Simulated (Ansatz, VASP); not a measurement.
## AgB2 in VASP and in Ansatz

Contents of POSCAR:

```
AgB2
1.0
    3.0268039300      0.0000000000      0.0000000000
   -1.5134019700      2.6212891000      0.0000000000
    0.0000000000      0.0000000000      4.0639220000
Ag B
1 2
Direct
    0.0000000000      0.0000000000      0.0000000000
    0.3333333285      0.6666666679      0.5000000000
    0.6666666696      0.3333333282      0.5000000000
```

INCAR.step1

```
PREC     = Accurate       # precision mode
ENCUT    = 520            # plane-wave cutoff, eV
ISMEAR   = 1              # smearing method
SIGMA    = 0.1            # smearing width, eV
LREAL    = F              # projectors in reciprocal space
LASPH    = T              # aspherical terms in the spheres
NELM     = 80             # most SCF steps
NBANDS   = 16             # bands
GGA      = PE             # functional
ALGO     = Normal         # electronic algorithm
EDIFF    = 1E-4           # SCF threshold, eV
LWAVE    = T              # write WAVECAR
LCHARG   = F              # write CHGCAR
```

Contents of INCAR.step2:

```
PREC     = Accurate       # precision mode
ENCUT    = 520            # plane-wave cutoff, eV
EDIFF    = 1E-6           # SCF threshold, eV
ISMEAR   = 1              # smearing method
SIGMA    = 0.1            # smearing width, eV
LREAL    = F              # projectors in reciprocal space
LASPH    = T              # aspherical terms in the spheres
NELM     = 80             # most SCF steps
ALGO     = Normal         # electronic algorithm
ISIF     = 2              # what is computed and relaxed
LWAVE    = F              # write WAVECAR
LCHARG   = T              # write CHGCAR
METAGGA  = R2SCAN         # meta-GGA
LMIXTAU  = T            
LELF     = T              # ELF
LVHAR    = T            
NBANDS   = 16             # bands
ISTART   = 1
```

Contents of KPOINTS:

```
regular mesh
0
Gamma
  10 10 7
```

Input for Ansatz:

```yaml
crystal:
  lattice:
    - [3.02680393, 0.0, 0.0]
    - [-1.51340197, 2.6212891, 0.0]
    - [0.0, 0.0, 4.063922]
  atoms:
    - { symbol: Ag, position: [0.0, 0.0, 0.0] }
    - { symbol: B, position: [0.3333333284627947, 0.6666666679383056, 0.5] }
    - { symbol: B, position: [0.666666669629747, 0.3333333282467775, 0.5] }
kpoints:
  mp_grid:
    grid: [10, 10, 7]
hamiltonian:
  xc: r2scan
scf:
  occupations:
    method: cold
output:
  stress: true
```

Alike in both runs: task single point; functional r2SCAN; k mesh 10 × 10 × 7; no spin polarisation.

|  | VASP | Ansatz |
| --- | --- | --- |
| version | VASP 6.6.1 | Ansatz 0.2.0 |
| potentials or method | VASP PAW PBE potentials, release 64 (Ag, B) | plane waves, PAW |
| plane-wave cutoff (eV) | 520 | 500 |
| occupations | methfessel-paxton of order 1, width 0.1 eV | cold |
| valence electrons in the cell | 17 | 25 |

|  | VASP | Ansatz | Ansatz less VASP |
| --- | --- | --- | --- |
| pressure (GPa) | -1.5 | -1.6 | -0.10 |
| traceless stress, the component that is largest in VASP (GPa) | 1.82 | 1.82 | -0.005 |

VASP's potentials were made for PBE, not for r2SCAN. VASP's potentials hold 17 valence electrons a cell and Ansatz's 25, so a difference there can come from the potentials and not from the codes.
